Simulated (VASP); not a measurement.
## CdSe: single point with PBEsol

The system is CdSe.

```xyz
2
Lattice="2.9805 2.9805 0.0000 -2.9805 2.9805 0.0000 0.0000 2.9805 3.1270" Properties=species:S:1:pos:R:3 pbc="T T T"
Cd    0.0000    0.0000    0.0000
Se    1.4902    4.4707    1.5635
```

This cell differs from its parent crystal: in-plane strain -0.02, then relaxed in part.

```yaml
Program: VASP 6.6.1
Task: single point
Functional: PBEsol
Potentials_or_basis: VASP PAW PBE potentials, release 64 (Cd, Se)
Cutoff: 520 eV
k_mesh: 6 × 6 × 6
Occupations: gaussian, width 0.01 eV
Spin: no spin polarisation
Dipole_correction: no
Further_INCAR_settings: ALGO = Normal; EDIFF = 1e-06; NBANDS = 16
```

```yaml
Pressure: 1.0 GPa
Band_gap_on_the_k_mesh: 0.44 eV, direct
```

Stress tensor (GPa, compression positive):
```
1.26 0.00 0.00
0.00 1.26 0.00
0.00 0.00 0.37
```

Levels at points of the mesh, in eV from the valence-band top:
| k point | band 5 | band 6 | band 7 | band 8 | band 9 | band 10 | band 11 | band 12 | band 13 | band 14 |
| --- | --- | --- | --- | --- | --- | --- | --- | --- | --- | --- |
| (0.00, 0.00, 0.00) | -7.63 | -7.61 | -0.17 | 0.00 | 0.00 | 0.44 | 5.81 | 5.81 | 5.82 | 9.58 |
| (0.50, 0.00, 0.00) | -7.59 | -7.32 | -4.57 | -0.94 | -0.72 | 2.23 | 6.16 | 6.49 | 7.27 | 9.84 |
| (0.50, 0.50, 0.00) | -7.56 | -7.23 | -4.14 | -2.08 | -2.00 | 2.87 | 3.50 | 9.12 | 9.81 | 10.36 |
| (0.00, 0.00, 0.50) | -7.56 | -7.31 | -4.42 | -1.83 | -1.83 | 3.04 | 3.90 | 8.68 | 10.19 | 10.19 |

Wall time 23 s on 1 thread of Intel(R) Xeon(R) Platinum 8259CL CPU @ 2.50GHz (Skylake/Cascade Lake) (shared host), peak memory 0.18 GiB.

Caveat: the cell differs from its parent crystal (in-plane strain -0.02, then relaxed in part); the PAW data sets were made with another functional, which shifts forces and pressure a little.
